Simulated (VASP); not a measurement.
Here is a VASP 6.6.1 calculation.

Contents of INCAR:

```
SYSTEM = MnH3
PREC = Accurate ; ENCUT = 520
EDIFF = 1E-7 ; ISMEAR = 0
SIGMA = 0.1 ; LREAL = .FALSE.
LASPH = .TRUE. ; NELM = 150
ALGO = Normal ; ISIF = 2
LWAVE = .FALSE. ; LCHARG = .TRUE.
ISPIN = 2 ; MAGMOM = 4 0 0 0
LORBIT = 11 ; LMAXMIX = 4
GGA = PE ; LELF = .TRUE.
LVHAR = .TRUE. ; NBANDS = 20
```

File KPOINTS:

```
Automatic mesh
0
G
  6 6 6
  0 0 0
```

The input POSCAR:

```
MnH3
1.0
    2.6799647273      0.0000000000      0.0000000000
    0.0000000000      2.6799647273      0.0000000000
    0.0000000000      0.0000000000      2.6799647273
Mn H
1 3
Direct
    0.0000000000      0.0000000000      0.0000000000
    0.5000000000      0.5000000000      0.0000000000
    0.5000000000      0.0000000000      0.5000000000
    0.0000000000      0.5000000000      0.5000000000
```

Potentials or basis: VASP PAW PBE potentials, release 64 (Mn_pv, H).

The run is started by

```sh
$ cat potpaw_PBE.64/Mn_pv/POTCAR potpaw_PBE.64/H/POTCAR > POTCAR
$ mpirun -np 1 vasp_std > vasp.out
```

Estimate the net moment.

1.75 μB per cell.

What does it give for the site moments?

Mn +1.80; H -0.03 μB.

Caveat: the k points lie up to 0.39 Å⁻¹ apart.
